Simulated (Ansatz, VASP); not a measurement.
## TiC: VASP beside Ansatz

INCAR

```
SYSTEM = TiC
  PREC = Accurate
  ENCUT = 520
  EDIFF = 1E-7
  ISMEAR = -1
  SIGMA = 0.03
  LREAL = .False.
  LASPH = .True.
  NELM = 100
  ALGO = Normal
  ISIF = 2
  LWAVE = .False.
  LCHARG = .False.
  GGA = PS
  NBANDS = 15
```

KPOINTS

```
Automatic mesh
0
Gamma
  16 16 16
  0 0 0
```

File POSCAR:

```
TiC
1.0
    0.0000000000      2.1207200000      2.1640000000
    2.1207200000      0.0000000000      2.1640000000
    2.1207200000      2.1207200000      0.0000000000
Ti C
1 1
Direct
    0.0000000000      0.0000000000      0.0000000000
    0.5000000000      0.5000000000      0.5000000000
```

Input for Ansatz:

```yaml
crystal:
  lattice:
    - [0.0, 2.12072, 2.164]
    - [2.12072, 0.0, 2.164]
    - [2.12072, 2.12072, 0.0]
  atoms:
    - { symbol: Ti, position: [0.0, 0.0, 0.0] }
    - { symbol: C, position: [0.5, 0.5, 0.5] }
kpoints:
  mp_grid: { grid: [16, 16, 16] }
  band_path:
    path:
      - [0.0, 0.0, 0.0]
      - [0.0, 0.5, 0.5]
      - [0.25, 0.75, 0.5]
      - [0.0, 0.5, 0.0]
      - [0.0, 0.0, 0.0]
      - [0.5, 0.5, 0.0]
      - [0.37005, 0.62995, 0.0]
      - [-0.37005, 0.37005, 0.0]
      - [0.0, 0.0, 0.0]
    npoints: 5
scf:
  occupations: { method: fermi_dirac, width: 0.03 }
hamiltonian:
  xc: pbesol
  pseudopotentials: { kind: all_electron, lapw: { basis_error: 0.001 } }
output:
  forces: true
  stress: true
  eigenvalues: true
```

Change from the starting cell: equal xx and yy strain of -2 %.

Alike in both runs: task single point; functional PBEsol; k mesh 16 × 16 × 16; occupations fermi-dirac, width 0.03 eV; no spin polarisation.

|  | VASP | Ansatz |
| --- | --- | --- |
| version | VASP 6.6.1 | Ansatz 0.2.0 |
| potentials or method | VASP PAW PBE potentials, release 64 (Ti_sv, C), cutoff 520 eV | all-electron LAPW, scalar-relativistic |

```csv
,VASP,Ansatz,Ansatz less VASP
pressure (GPa),4.9,4.7,-0.26
"traceless stress, the component that is largest in VASP (GPa)",-5.90,-5.88,+0.020
```

VASP's potentials were made for PBE, not for PBEsol. Ansatz ran all-electron here, and VASP with PAW potentials.
